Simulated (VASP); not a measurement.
# Zn8O7 (P1) in VASP: a series of runs

Zn8O7 is run at these levels: HSE06; tasks: single point.

Program: VASP 6.6.1. These are calculated values, not measurements. Logs are shortened: lines on timing, memory, paths and dates and some standing lists are left out, and cuts for length are marked.

## Step 1: The cell of the first run

The typed cell holds 15 atoms: a = 6.500 Å, b = 6.500 Å, c = 5.210 Å, α = 90.00°, β = 90.00°, γ = 120.00°.

## Step 2: Single point, HSE06

POSCAR

```
Zn8O7
1.0
    6.5000000000      0.0000000000      0.0000000000
   -3.2500000000      5.6291650000      0.0000000000
    0.0000000000      0.0000000000      5.2100000000
Zn O
8 7
Direct
    0.1688170000      0.3281690000      0.9879840000
    0.3344130000      0.1666180000      0.5074110000
    0.1613600000      0.8301880000      0.9996130000
    0.3415310000      0.6719490000      0.4960330000
    0.6659360000      0.3336650000      0.9977830000
    0.8288470000      0.1636400000      0.5084010000
    0.6521440000      0.8328440000      0.9955400000
    0.8348080000      0.6727360000      0.4911140000
    0.1665360000      0.3354020000      0.3816010000
    0.3288960000      0.1666630000      0.8774930000
    0.3233540000      0.6643940000      0.8766400000
    0.6700560000      0.3379320000      0.3875520000
    0.8370460000      0.1731250000      0.8881830000
    0.6639420000      0.8297880000      0.3878660000
    0.8272680000      0.6693350000      0.8823540000
```

INCAR.step1

```
PREC = Accurate
ENCUT = 520
EDIFF = 1E-5
ISMEAR = 0
SIGMA = 0.01
LREAL = Auto
LASPH = True
NELM = 80
ALGO = Normal
ISIF = 2
LWAVE = True
LCHARG = False
NBANDS = 82
GGA = PE
```

INCAR.step2

```
PREC = Accurate
ENCUT = 520
EDIFF = 1E-7
ISMEAR = 0
SIGMA = 0.01
LREAL = Auto
LASPH = True
NELM = 80
ALGO = Normal
ISIF = 2
LWAVE = False
LCHARG = False
GGA = PE
LHFCALC = True
HFSCREEN = 0.2079
PRECFOCK = Fast
NBANDS = 82
ISTART = 1
```

KPOINTS

```
Automatic mesh
0
Gamma
  1 1 1
```

Potentials or basis: VASP PAW PBE potentials, release 64 (Zn, O).

Command:

```sh
> cat potpaw_PBE.64/Zn/POTCAR potpaw_PBE.64/O/POTCAR > POTCAR
> cp INCAR.step1 INCAR
> mpirun -np 1 vasp_gam > vasp.out
> cp INCAR.step2 INCAR
> mpirun -np 1 vasp_gam > vasp.out
```

OUTCAR:

```text
PREC = Accurate
   ENCUT = 520
   EDIFF = 1E-7
   ISMEAR = 0
   LREAL = Auto
   LASPH = True
   NELM = 80
   ISIF = 2
   GGA = PE
   LHFCALC = True
   HFSCREEN = 0.2079
   PRECFOCK = Fast
   ISTART = 1

 ion  position               nearest neighbor table
   1  0.169  0.328  0.988-  10 1.90  13 1.94  11 1.98   9 2.05
   2  0.334  0.167  0.507-  10 1.93  12 1.99   9 2.01
   3  0.161  0.830  1.000-  11 1.95  15 1.98  10 2.00
   4  0.342  0.672  0.496-  14 1.90  11 1.99   9 1.99
   5  0.666  0.334  0.998-  13 1.95  15 1.98  10 2.00  12 2.03
   6  0.829  0.164  0.508-  12 1.98  13 1.98  14 1.98   9 2.01
   7  0.652  0.833  0.996-  11 1.95  15 2.00  13 2.00  14 2.05
   8  0.835  0.673  0.491-  14 1.92  12 1.96  15 2.04
   9  0.167  0.335  0.382-   4 1.99   2 2.01   6 2.01   1 2.05
  10  0.329  0.167  0.877-   1 1.90   2 1.93   3 2.00   5 2.00
  11  0.323  0.664  0.877-   7 1.95   3 1.95   1 1.98   4 1.99
  12  0.670  0.338  0.388-   8 1.96   6 1.98   2 1.99   5 2.03
  13  0.837  0.173  0.888-   1 1.94   5 1.95   6 1.98   7 2.00
  14  0.664  0.830  0.388-   4 1.90   8 1.92   6 1.98   7 2.05
  15  0.827  0.669  0.882-   3 1.98   5 1.98   7 2.00   8 2.04

  LATTYP: Found a hexagonal cell.
 ALAT       =     6.5000000000
 C/A-ratio  =     0.8015384615

  Lattice vectors:

 A1 = (   6.5000000000,   0.0000000000,   0.0000000000)
 A2 = (  -3.2500000000,   5.6291650000,   0.0000000000)
 A3 = (   0.0000000000,   0.0000000000,   5.2100000000)

Analysis of symmetry for initial positions (statically):
=====================================================================
 Subroutine PRICEL returns:
 Original cell was already a primitive cell.

 Routine SETGRP: Setting up the symmetry group for a
 hexagonal supercell.

 Subroutine GETGRP returns: Found  1 space group operations
 (whereof  1 operations were pure point group operations)
 out of a pool of 24 trial point group operations.

The static configuration has the point symmetry C_1 .

Analysis of symmetry for dynamics (positions and initial velocities):
=====================================================================
 Subroutine PRICEL returns:
 Original cell was already a primitive cell.

 Routine SETGRP: Setting up the symmetry group for a
[... 128 lines left out ...]
     AMIX_MAG =   1.60;   BMIX_MAG =  1.00
  volume/ion in A,a.u.               =      12.71        85.76
  Fermi-wavevector in a.u.,A,eV,Ry     =   1.469951  2.777804 29.398867  2.160756
  Thomas-Fermi vector in A             =   2.585266
   LORBIT       =      0    0 simple, 1 ext, 2 COOP (PROOUT), +10 PAW based schemes
   GGA     = PE    functional components
   LHFCALC =     T    Hartree Fock is set to
   PRECFOCK=fast      Normal, Fast or Accurate (Low or Medium for compatibility)
   ENCUT4O =  -1.0   cutoff for four orbital integrals eV
   NKREDX  =     1    reduce k-point grid by
   NKREDY  =     1    reduce k-point grid by
   NKREDZ  =     1    reduce k-point grid by
   AEXX    =    0.2500 exact exchange contribution
   HFSCREEN=    0.2079 screening length (either q_TF or 0.3 A-1)
   HFSCREENC=   0.2079 screening length for correlation (either q_TF or 0.3 A-1)
   ENCUTFOCK=  -1.0 apply spherical cutoff to Coloumb kernel
   IVDW    =     0    specifies the selected vdW correction
   LEPSILON=     F    determine dielectric tensor
   LRPA    =     F    only Hartree local field effects (RPA)
 non-spin polarized calculation
 Gauss-broadening in eV      SIGMA  =   0.01
  energy-cutoff  :      520.00
  volume of cell :      190.63
 maximum number of plane-waves:      2560
  NGX = 28; NGY = 28; NGZ = 20

 number of electron     138.0000013 magnetization

 Free energy of the ion-electron system (eV)
  ---------------------------------------------------
  ext. energy  EPLUGINS =         0.00000000
  ---------------------------------------------------
  free energy    TOTEN  =       -82.21478550 eV

  energy without entropy =      -82.21478550  energy(sigma->0) =      -82.21478550

 E-fermi :  -0.5160     XC(G=0):  -8.7959

 val. band max:       -0.6036969239   @ k =   0.0000   0.0000   0.0000
 cond. band min:       4.4001341611   @ k =   0.0000   0.0000   0.0000
 fundamental gap:      5.0038310850
 Fermi energy:        -0.5160169454

 k-point     1 :       0.0000    0.0000    0.0000
  band No.  band energies     occupation
      1     -19.7211      2.00000
      2     -19.3308      2.00000
      3     -19.1113      2.00000
      4     -18.9825      2.00000
      5     -18.8142      2.00000
      6     -18.7893      2.00000
[... 73 lines left out ...]
     80       9.4368      0.00000
     81       9.4827      0.00000
 [bands above 81 left out]

------------------------ aborting loop because EDIFF is reached ----------------------------------------

  FORCE on cell =-STRESS in cart. coord.  units (eV):
  Direction    XX          YY          ZZ          XY          YZ          ZX
  --------------------------------------------------------------------------------------
  -------------------------------------------------------------------------------------
  Total        2.8767822      0.7752597    -10.0120300     -0.4631339      0.3226321     -0.2847214
  in kB       24.1781187      6.5157250    -84.1468118     -3.8924419      2.7115845     -2.3929608
  external PRESSURE =     -17.8176560 kB  Pullay stress =       0.0000000 kB

 VOLUME and BASIS-vectors are now :
 -----------------------------------------------------------------------------
  energy-cutoff  :      520.00
  volume of cell :      190.63
      direct lattice vectors                 reciprocal lattice vectors
     6.500000000  0.000000000  0.000000000     0.153846154  0.088823120  0.000000000
    -3.250000000  5.629165000  0.000000000     0.000000000  0.177646241  0.000000000
     0.000000000  0.000000000  5.210000000     0.000000000  0.000000000  0.191938580

 POSITION                                       TOTAL-FORCE (eV/Angst)
 -----------------------------------------------------------------------------------
      0.03076      1.84732      5.14740        -0.605490      0.405571      0.801308
      1.63218      0.93792      2.64361        -0.197335     -0.218228     -0.946404
     -1.64927      4.67327      5.20798        -0.285933      0.050916      0.639485
      0.03612      3.78251      2.58433        -1.140591     -0.468728     -0.151161
      3.24417      1.87826      5.19845        -0.014593      0.179684      0.270100
      4.85568      0.92116      2.64877         0.310135      0.411674     -0.207305
      1.53219      4.68822      5.18676         0.575250      0.243035      0.215678
      3.23986      3.78694      2.55870         0.727519     -0.049343      0.233083
     -0.00757      1.88803      1.98814         0.246382     -0.072391      0.015241
      1.59617      0.93817      4.57174         0.813173     -0.895164      0.165876
     -0.05748      3.73998      4.56729        -0.222920      0.398490     -0.137635
      3.25709      1.90227      2.01915        -0.272297     -0.139098     -0.144646
      4.87814      0.97455      4.62743        -0.345202     -0.617415     -0.033646
      1.61881      4.67101      2.02078         0.024304      0.478459     -0.468296
      3.20190      3.76780      4.59706         0.387597      0.292537     -0.251680
 -----------------------------------------------------------------------------------
    total drift:                                0.008828     -0.001520      0.019500

  FREE ENERGIE OF THE ION-ELECTRON SYSTEM (eV)
  ---------------------------------------------------
  free  energy   TOTEN  =       -82.2147855032 eV

  energy  without entropy=      -82.2147855032  energy(sigma->0) =      -82.21478550
```

It took 5.6 min on 1 thread of AMD EPYC 7R13, shared host; peak memory 0.37 GiB.

What came out:

| Item | Value |
| --- | --- |
| Free energy | -82.2148 eV |
| Pressure | -1.8 GPa |
| Largest force | 1.242 eV/Å |
| Band gap on the k mesh | 5.00 eV |

Forces on the atoms (eV/Å):
```
Zn  -0.605  0.406  0.801
Zn  -0.197 -0.218 -0.946
Zn  -0.286  0.051  0.639
Zn  -1.141 -0.469 -0.151
Zn  -0.015  0.180  0.270
Zn   0.310  0.412 -0.207
Zn   0.575  0.243  0.216
Zn   0.728 -0.049  0.233
O    0.246 -0.072  0.015
O    0.813 -0.895  0.166
O   -0.223  0.398 -0.138
O   -0.272 -0.139 -0.145
O   -0.345 -0.617 -0.034
O    0.024  0.478 -0.468
O    0.388  0.293 -0.252
```

Caveat: the k points lie up to 1.21 Å⁻¹ apart; the PAW data sets were made with another functional, which shifts forces and pressure a little. A k mesh can miss the band edges.

## Step 3: Single point, HSE06

POSCAR is that of step 2.

INCAR.step1

```
SYSTEM = Zn8O7
PREC = Accurate
ENCUT = 520
EDIFF = 1E-5
ISMEAR = -1
SIGMA = 0.01
LREAL = Auto
LASPH = .TRUE.
NELM = 60
ALGO = Normal
ISIF = 2
LWAVE = .TRUE.
NBANDS = 82
GGA = PE
```

INCAR.step2

```
SYSTEM = Zn8O7
PREC = Accurate
ENCUT = 520
EDIFF = 1E-6
ISMEAR = -1
SIGMA = 0.01
LREAL = Auto
LASPH = .TRUE.
NELM = 60
ALGO = Normal
ISIF = 2
LWAVE = .FALSE.
LCHARG = .TRUE.
GGA = PE
LHFCALC = .TRUE.
HFSCREEN = 0.2079
PRECFOCK = Fast
LELF = .TRUE.
LVHAR = .TRUE.
NBANDS = 82
ISTART = 1
```

KPOINTS

```
Automatic mesh
0
G
  1 1 1
  0 0 0
```

Potentials or basis: VASP PAW PBE potentials, release 64 (Zn, O).

Command:

```sh
> cat potpaw_PBE.64/Zn/POTCAR potpaw_PBE.64/O/POTCAR > POTCAR
> cp INCAR.step1 INCAR
> mpirun -np 1 vasp_gam > vasp.out
> cp INCAR.step2 INCAR
> mpirun -np 1 vasp_gam > vasp.out
```

It took 4.9 min on 1 thread of AMD EPYC 7R13, shared host; peak memory 0.37 GiB.

It converged, with:

* Free energy: -82.2148 eV
* Pressure: -1.8 GPa
* Largest force: 1.242 eV/Å
* Band gap on the k mesh: 5.00 eV

Forces in eV/Å, atoms in the order of the input:
```
Zn  -0.605  0.406  0.801
Zn  -0.197 -0.218 -0.946
Zn  -0.286  0.051  0.639
Zn  -1.141 -0.469 -0.151
Zn  -0.015  0.180  0.270
Zn   0.310  0.412 -0.207
Zn   0.575  0.243  0.216
Zn   0.728 -0.049  0.233
O    0.246 -0.072  0.015
O    0.813 -0.895  0.166
O   -0.223  0.399 -0.138
O   -0.272 -0.139 -0.145
O   -0.345 -0.617 -0.034
O    0.024  0.479 -0.468
O    0.388  0.293 -0.252
```

Stress tensor (GPa, compression positive):
```
 2.40 -0.39 -0.24
-0.39  0.64  0.27
-0.24  0.27 -8.43
```

Levels at points of the mesh, in eV from the valence-band top:
```
           k point  band 66  band 67  band 68  band 69  band 70  band 71  band 72  band 73
(0.00, 0.00, 0.00)    -0.22    -0.09    -0.03     0.00     5.00     6.70     6.76     6.90
```

Caveat: the k points lie up to 1.21 Å⁻¹ apart; the PAW data sets were made with another functional, which shifts forces and pressure a little. A k mesh can miss the band edges.
